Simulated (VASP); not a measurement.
# Si32C31 (a cell with a defect) in VASP: single point with PBEsol

Aim: the single point of Si32C31 (a cell with a defect) with PBEsol.

Everything below comes from runs of VASP 6.6.1. Logs are shortened: lines on timing, memory, paths and dates and some standing lists are left out, and cuts for length are marked.

### 1 The cell of the first run

The cell holds a defect, 63 atoms: a = 8.714 Å, b = 8.714 Å, c = 8.714 Å, α = 90.00°, β = 90.00°, γ = 90.00°.

### 2 Single point, PBEsol

File INCAR:

```
SYSTEM = Si32C31
ALGO     = Normal         ! electronic algorithm
EDIFF    = 1E-7           ! SCF threshold, eV
ENCUT    = 520            ! plane-wave cutoff, eV
GGA      = PS             ! functional
ISIF     = 2              ! what is computed and relaxed
ISMEAR   = -1             ! smearing method
ISYM     = 0            
LASPH    = .TRUE.         ! aspherical terms in the spheres
LCHARG   = .FALSE.        ! write CHGCAR
LREAL    = Auto         
LWAVE    = .FALSE.        ! write WAVECAR
NBANDS   = 163            ! bands
NELECT   = 248.0        
NELM     = 80             ! most SCF steps
PREC     = Accurate       ! precision mode
SIGMA    = 0.05           ! smearing width, eV
```

File KPOINTS:

```
Automatic mesh
0
Gamma
  1 1 1
  0.25 0.25 0.25
```

File POSCAR:

```
Si32C31
1.0
    8.7137060000      0.0000000000      0.0000000000
    0.0000000000      8.7137060000      0.0000000000
    0.0000000000      0.0000000000      8.7137060000
Si C
32 31
Direct
    0.0012520000      0.0003360000      0.0007300000
    0.0014800000      0.0003190000      0.4992890000
    0.0011520000      0.4984580000      0.0005590000
    0.0011820000      0.4998210000      0.5003130000
    0.4998610000      0.0003780000      0.0010010000
    0.4999010000      0.0011630000      0.4995640000
    0.5007570000      0.4997720000      0.0008240000
    0.4941570000      0.4937170000      0.4935710000
    0.2501160000      0.2495290000      0.0006490000
    0.2505390000      0.2496470000      0.4991570000
    0.2512750000      0.7513590000      0.0004640000
    0.2490820000      0.7502000000      0.5001760000
    0.7514370000      0.2495740000      0.0007030000
    0.7517260000      0.2484070000      0.5001780000
    0.7511260000      0.7496970000      0.0014060000
    0.7559340000      0.7568380000      0.4924020000
    0.2502020000      0.0003810000      0.2497370000
    0.2505330000      0.0005410000      0.7507030000
    0.2510760000      0.4987180000      0.2506570000
    0.2491160000      0.4998040000      0.7506600000
    0.7511180000      0.0006000000      0.2500530000
    0.7515380000      0.0008420000      0.7511180000
    0.7513480000      0.4998100000      0.2485830000
    0.7565600000      0.4922060000      0.7562450000
    0.0011790000      0.2495750000      0.2496930000
    0.0011970000      0.2495150000      0.7508970000
    0.0009630000      0.7513400000      0.2506370000
    0.0019310000      0.7495810000      0.7506460000
    0.4997530000      0.2494780000      0.2499660000
    0.5006410000      0.2484880000      0.7512460000
    0.5005860000      0.7503720000      0.2487400000
    0.4929470000      0.7567810000      0.7555520000
    0.1250720000      0.1255340000      0.1247430000
    0.1250020000      0.1254300000      0.6242070000
    0.1244890000      0.6253350000      0.1240580000
    0.1247490000      0.6254260000      0.6241150000
    0.6247160000      0.1255080000      0.1245420000
    0.6242770000      0.1255620000      0.6238910000
    0.6243930000      0.6254060000      0.1244240000
    0.3748370000      0.3758750000      0.1242080000
    0.3759980000      0.3767890000      0.6253180000
    0.3750140000      0.8755470000      0.1246050000
    0.3756020000      0.8745880000      0.6229770000
    0.8749210000      0.3755360000      0.1246420000
    0.8742630000      0.3756200000      0.6232090000
    0.8745520000      0.8755360000      0.1242360000
    0.8739080000      0.8745850000      0.6254000000
    0.3748300000      0.1259670000      0.3744060000
    0.3748560000      0.1253590000      0.8746130000
    0.3761150000      0.6267500000      0.3757830000
    0.3758480000      0.6236910000      0.8732440000
    0.8750290000      0.1253920000      0.3744670000
    0.8749970000      0.1252170000      0.8746180000
    0.8736770000      0.6238140000      0.3754130000
    0.8737580000      0.6265330000      0.8734580000
    0.1244250000      0.3759880000      0.3745850000
    0.1250480000      0.3754680000      0.8744300000
    0.1250250000      0.8754680000      0.3746410000
    0.1246090000      0.8755100000      0.8742130000
    0.6257640000      0.3767540000      0.3755560000
    0.6235450000      0.3756060000      0.8739490000
    0.6233630000      0.8747230000      0.3751660000
    0.6256630000      0.8745840000      0.8735720000
```

Potentials or basis: VASP PAW PBE potentials, release 64 (Si, C).

Run with:

```sh
$ cat potpaw_PBE.64/Si/POTCAR potpaw_PBE.64/C/POTCAR > POTCAR
$ mpirun -np 1 vasp_std > vasp.out
```

OUTCAR:

```text
SYSTEM = Si32C31
   EDIFF = 1E-7
   ENCUT = 520
   GGA = PS
   ISIF = 2
   ISMEAR = -1
   ISYM = 0
   LASPH = .TRUE.
   LREAL = Auto
   NELECT = 248.0
   NELM = 80
   PREC = Accurate

 ion  position               nearest neighbor table
   1  0.001  0.000  0.001-  33 1.88  59 1.89  46 1.89  53 1.90  17 3.07   9 3.07  25 3.07  27 3.07
                            11 3.07  26 3.07  13 3.07  18 3.08  22 3.08  21 3.08  15 3.09  28 3.09
   2  0.001  0.000  0.499-  58 1.88  34 1.88  52 1.89  47 1.91  16 3.01  27 3.07  12 3.07  14 3.07
                            17 3.07  10 3.07  25 3.07  21 3.08  18 3.08  26 3.09  22 3.09  28 3.09
   3  0.001  0.498  0.001-  57 1.88  44 1.88  35 1.88  55 1.92  24 3.01  23 3.07  20 3.07   9 3.07
                            25 3.07  13 3.07  26 3.07  19 3.08  28 3.09  15 3.09  27 3.10  11 3.10
   4  0.001  0.500  0.500-  56 1.88  36 1.88  45 1.88  54 1.89  12 3.07  20 3.07  10 3.08  19 3.08
                            28 3.08  24 3.09  25 3.09  14 3.09  26 3.09  27 3.09  23 3.09  16 3.10
   5  0.500  0.000  0.001-  42 1.88  37 1.88  49 1.89  63 1.91  32 3.01  11 3.07  31 3.07  30 3.07
                            29 3.07  17 3.07   9 3.07  18 3.08  21 3.08  13 3.09  22 3.09  15 3.09
   6  0.500  0.001  0.500-  38 1.88  43 1.88  62 1.88  48 1.89  10 3.07  29 3.07  30 3.07  14 3.08
                            17 3.08  18 3.08  16 3.08  32 3.08  21 3.09  31 3.09  12 3.09  22 3.10
   7  0.501  0.500  0.001-  39 1.88  40 1.88  61 1.88  51 1.89  23 3.07  31 3.07  29 3.08  19 3.08
                            15 3.08  24 3.08  30 3.09  13 3.09   9 3.09  11 3.09  20 3.09  32 3.10
   8  0.494  0.494  0.494-  60 1.85  41 1.85  50 1.86  19 2.99  10 3.01  29 3.01  31 3.09  12 3.09
                            20 3.10  23 3.10  14 3.10  30 3.10
   9  0.250  0.250  0.001-  33 1.88  40 1.88  49 1.89  57 1.90   3 3.07  25 3.07   1 3.07  17 3.07
                            26 3.07   5 3.07  18 3.07  29 3.07  19 3.08  30 3.08  20 3.08   7 3.09
  10  0.251  0.250  0.499-  48 1.88  34 1.89  56 1.90  41 1.91   8 3.01  19 3.07   6 3.07   2 3.07
                            29 3.07  17 3.07  25 3.07   4 3.08  18 3.08  26 3.09  20 3.09  30 3.09
  11  0.251  0.751  0.000-  42 1.87  35 1.89  59 1.90  51 1.91  32 3.00  31 3.07   5 3.07  17 3.07
                            18 3.07   1 3.07  28 3.08  27 3.08   7 3.09  20 3.09  19 3.10   3 3.10
[... 71 lines left out ...]
  62  0.623  0.875  0.375-  16 1.85  31 1.88   6 1.88  21 1.91
  63  0.626  0.875  0.874-  32 1.86  22 1.88  15 1.90   5 1.91

IMPORTANT INFORMATION: All symmetrisations will be switched off!
NOSYMM: (Re-)initialisation of all symmetry stuff for point group C_1.

----------------------------------------------------------------------------------------

                                     Primitive cell

  volume of cell :     661.6201

  direct lattice vectors                    reciprocal lattice vectors
     8.713706000  0.000000000  0.000000000     0.114761733  0.000000000  0.000000000
     0.000000000  8.713706000  0.000000000     0.000000000  0.114761733  0.000000000
     0.000000000  0.000000000  8.713706000     0.000000000  0.000000000  0.114761733

  length of vectors
     8.713706000  8.713706000  8.713706000     0.114761733  0.114761733  0.114761733

  position of ions in fractional coordinates (direct lattice)
     0.001252000  0.000336000  0.000730000
     0.001480000  0.000319000  0.499289000
     0.001152000  0.498458000  0.000559000
     0.001182000  0.499821000  0.500313000
     0.499861000  0.000378000  0.001001000
     0.499901000  0.001163000  0.499564000
[... 55 lines left out ...]
     0.623363000  0.874723000  0.375166000
     0.625663000  0.874584000  0.873572000

  ion indices of the primitive-cell ions
   primitive index   ion index
                 1           1
                 2           2
                 3           3
                 4           4
                 5           5
                 6           6
[... 55 lines left out ...]
                62          62
                63          63

----------------------------------------------------------------------------------------

 KPOINTS: Automatic mesh

Automatic generation of k-mesh.
 Grid dimensions read from file:
 generate k-points for:    1    1    1

 Generating k-lattice:

  Cartesian coordinates                     Fractional coordinates (reciprocal lattice)
     0.114761733  0.000000000  0.000000000     1.000000000  0.000000000  0.000000000
     0.000000000  0.114761733  0.000000000     0.000000000  1.000000000  0.000000000
     0.000000000  0.000000000  0.114761733     0.000000000  0.000000000  1.000000000

  Length of vectors
     0.114761733  0.114761733  0.114761733

  Shift w.r.t. Gamma in fractional coordinates (k-lattice)
     0.250000000  0.250000000  0.250000000

 Subroutine IBZKPT returns following result:
 ===========================================

 Found      4 irreducible k-points:

 Following reciprocal coordinates:
            Coordinates               Weight
  0.250000  0.250000  0.250000      2.000000
 -0.250000  0.250000  0.250000      2.000000
 -0.250000 -0.250000  0.250000      2.000000
  0.250000 -0.250000  0.250000      2.000000
   k-points           NKPTS =      4   k-points in BZ     NKDIM =      4   number of bands    NBANDS=    163
   number of dos      NEDOS =    301   number of ions     NIONS =     63
   total plane-waves  NPLWV = 343000
   dimension x,y,z NGX =    70 NGY =   70 NGZ =   70
   dimension x,y,z NGXF=   140 NGYF=  140 NGZF=  140
   ions per type =              32  31
   NGX,Y,Z   is equivalent  to a cutoff of  13.36, 13.36, 13.36 a.u.
   NGXF,Y,Z  is equivalent  to a cutoff of  26.71, 26.71, 26.71 a.u.
 SYSTEM =  Si32C31
   PREC   = accura    normal or accurate (medium, high low for compatibility)
   ISTART =      0    job   : 0-new  1-cont  2-samecut
   ICHARG =      2    charge: 1-file 2-atom 10-const
   ISPIN  =      1    spin polarized calculation?
   LNONCOLLINEAR =      F non collinear calculations
   LSORBIT =      F    spin-orbit coupling
   LASPH  =      T    aspherical Exc in radial PAW
   ENCUT  =  520.0 eV  38.22 Ry    6.18 a.u.  16.20 16.20 16.20*2*pi/ulx,y,z
   NELM   =     80;   NELMIN=  2; NELMDL= -5     # of ELM steps
   EDIFF  = 0.1E-06   stopping-criterion for ELM
   LREAL  =      T    real-space projection
   EDIFFG = 0.1E-05   stopping-criterion for IOM
   NSW    =      0    number of steps for IOM
   IBRION =     -1    ionic relax: 0-MD 1-quasi-New 2-CG
   NFREE  =      0    steps in history (QN), initial steepest desc. (CG)
   ISIF   =      2    stress and relaxation
   ISYM   =      0    0-nonsym 1-usesym 2-fastsym
   POTIM  = 0.5000    time-step for ionic-motion
   TEBEG  =    0.0;   TEEND  =   0.0 temperature during run
   PSTRESS=    0.0 pullay stress
   NELECT =     248.0000    total number of electrons
   NUPDOWN=      -1.0000    fix difference up-down
   EMIN   =  10.00;   EMAX   =-10.00  energy-range for DOS
   EFERMI =   0.00;   METHOD = LEGACY
   ISMEAR =    -1;   SIGMA  =   0.05  broadening in eV -4-tet -1-fermi 0-gaus
   EFERMI_NEDOS =   21; number of points for ismear=-14 and -15
   IALGO  =     38    algorithm
   IMIX   =      4    mixing-type and parameters
     AMIX     =   0.40;   BMIX     =  1.00
     AMIX_MAG =   1.60;   BMIX_MAG =  1.00
  volume/ion in A,a.u.               =      10.50        70.87
  Fermi-wavevector in a.u.,A,eV,Ry     =   1.180382  2.230598 18.957012  1.393301
  Thomas-Fermi vector in A             =   2.316675
   LORBIT       =      0    0 simple, 1 ext, 2 COOP (PROOUT), +10 PAW based schemes
   GGA     = PS    functional components
   LHFCALC =     F    Hartree Fock is set to
   AEXX    =    0.0000 exact exchange contribution
   IVDW    =     0    specifies the selected vdW correction
   LEPSILON=     F    determine dielectric tensor
   LRPA    =     F    only Hartree local field effects (RPA)
 non-spin polarized calculation
  energy-cutoff  :      520.00
  volume of cell :      661.62
 maximum number of plane-waves:     17779
 NGX is ok and might be reduce to    70
   NGX = 33   NGY = 33   NGZ = 33

 number of electron     247.9999973 magnetization

 Free energy of the ion-electron system (eV)
  ---------------------------------------------------
  ext. energy  EPLUGINS =         0.00000000
  ---------------------------------------------------
  free energy    TOTEN  =      -529.67333371 eV

  energy without entropy =     -529.54303795  energy(sigma->0) =     -529.60818583

 E-fermi :   7.6109     XC(G=0): -11.3874

 val. band max:        7.5902356399   @ k =   0.2500   0.2500   0.2500
 cond. band min:       7.6528850873   @ k =  -0.2500  -0.2500   0.2500
 fundamental gap:      0.0626494475
 Fermi energy:         7.6109455957

 k-point     1 :       0.2500    0.2500    0.2500
  band No.  band energies     occupation
      1      -7.0967      2.00000
      2      -6.3547      2.00000
      3      -6.3488      2.00000
      4      -6.2112      2.00000
      5      -5.5912      2.00000
      6      -5.5857      2.00000
[... 545 lines left out ...]
    135      12.2342      0.00000
    136      12.2900      0.00000
 [bands above 136 left out]

------------------------ aborting loop because EDIFF is reached ----------------------------------------

  FORCE on cell =-STRESS in cart. coord.  units (eV):
  Direction    XX          YY          ZZ          XY          YZ          ZX
  --------------------------------------------------------------------------------------
  -------------------------------------------------------------------------------------
  Total      -44.6687701    -44.8789325    -44.6676518      2.6935894      3.0729010     -1.8819212
  in kB     -108.1697606   -108.6786893   -108.1670526      6.5227880      7.4413279     -4.5572547
  external PRESSURE =    -108.3385008 kB  Pullay stress =       0.0000000 kB

 VOLUME and BASIS-vectors are now :
 -----------------------------------------------------------------------------
  energy-cutoff  :      520.00
  volume of cell :      661.62
      direct lattice vectors                 reciprocal lattice vectors
     8.713706000  0.000000000  0.000000000     0.114761733  0.000000000  0.000000000
     0.000000000  8.713706000  0.000000000     0.000000000  0.114761733  0.000000000
     0.000000000  0.000000000  8.713706000     0.000000000  0.000000000  0.114761733

 POSITION                                       TOTAL-FORCE (eV/Angst)
 -----------------------------------------------------------------------------------
      0.01091      0.00293      0.00636        -0.077280      0.061516     -0.050603
      0.01290      0.00278      4.35066        -0.170244      0.013977     -0.105916
      0.01004      4.34342      0.00487        -0.109965      0.121586     -0.092134
      0.01030      4.35529      4.35958        -0.000466      0.010511     -0.124596
      4.35564      0.00329      0.00872        -0.134296      0.015393     -0.158813
      4.35599      0.01013      4.35305        -0.049938      0.100958     -0.058767
[... 55 lines left out ...]
      5.43180      7.62208      3.26909         0.042411     -0.024912      0.022326
      5.45184      7.62087      7.61205         0.103519     -0.120199      0.051717
 -----------------------------------------------------------------------------------
    total drift:                                0.023323     -0.038648     -0.003481

  FREE ENERGIE OF THE ION-ELECTRON SYSTEM (eV)
  ---------------------------------------------------
  free  energy   TOTEN  =      -529.6733337112 eV

  energy  without entropy=     -529.5430379534  energy(sigma->0) =     -529.60818583
```

Run time: 14 min. Hardware: 1 thread of Intel Xeon Platinum 8259CL at 2.50GHz (Skylake/Cascade Lake), shared host; peak memory 0.8 GiB.

Results:

* Free energy: -529.6733 eV
* Largest force: 0.309 eV/Å

Forces in eV/Å, atoms in the order of the input:
```
Si  -0.077  0.062 -0.051
Si  -0.170  0.014 -0.106
Si  -0.110  0.122 -0.092
Si   0.000  0.011 -0.125
Si  -0.134  0.015 -0.159
Si  -0.050  0.101 -0.059
Si  -0.147  0.003  0.016
Si  -0.043  0.116 -0.020
Si  -0.067  0.062 -0.055
Si  -0.092  0.142 -0.081
Si  -0.232 -0.035 -0.074
Si  -0.053  0.057 -0.161
Si  -0.002  0.031 -0.056
Si  -0.225  0.082 -0.158
Si  -0.123  0.121 -0.101
Si   0.078  0.038  0.109
Si  -0.082  0.078 -0.067
Si  -0.097  0.004 -0.007
Si  -0.185  0.170 -0.179
Si  -0.057 -0.022 -0.131
Si   0.001  0.004 -0.091
Si  -0.192  0.092 -0.189
Si  -0.173 -0.014 -0.039
Si   0.077  0.124  0.073
Si  -0.076  0.060 -0.061
Si  -0.066  0.029  0.005
Si  -0.082 -0.022 -0.208
Si  -0.134  0.142 -0.102
Si  -0.106  0.169 -0.070
Si  -0.169  0.068 -0.219
Si  -0.166  0.031 -0.061
Si   0.091  0.026  0.069
C    0.064 -0.071  0.043
C    0.092 -0.013  0.121
C    0.198  0.009  0.179
C    0.070 -0.062  0.134
C    0.130 -0.025  0.082
C    0.189 -0.111  0.187
C    0.161 -0.045  0.061
C    0.137 -0.116  0.071
C    0.028 -0.150  0.236
C    0.104 -0.056  0.115
C    0.016 -0.025  0.044
C    0.045 -0.103  0.061
C    0.028  0.014  0.092
C    0.079 -0.073  0.127
C    0.063 -0.133  0.075
C    0.063 -0.166  0.056
C    0.078 -0.031  0.065
C    0.048  0.010  0.037
C    0.086  0.056  0.060
C    0.072 -0.037  0.063
C    0.073 -0.005  0.058
C    0.064  0.041  0.080
C    0.031 -0.163  0.010
C    0.101 -0.121  0.110
C    0.080 -0.093  0.027
C    0.122 -0.058  0.079
C    0.141 -0.076  0.066
C    0.259 -0.153  0.007
C    0.099  0.017  0.028
C    0.042 -0.025  0.022
C    0.104 -0.120  0.052
```

Levels at points of the mesh, in eV from the Fermi level:
```
           k point  band 122  band 123  band 124  band 125  band 126  band 127
(0.25, 0.25, 0.25)     -0.34     -0.26     -0.02      0.06      2.00      2.42
```

Caveat: the k points lie up to 0.36 Å⁻¹ apart; the cell carries a net charge on a neutralising background, which shifts energy and pressure; the cell is charged against a uniform background, so pressure and absolute levels hang on convention; the PAW data sets were made with another functional, which shifts forces and pressure a little.
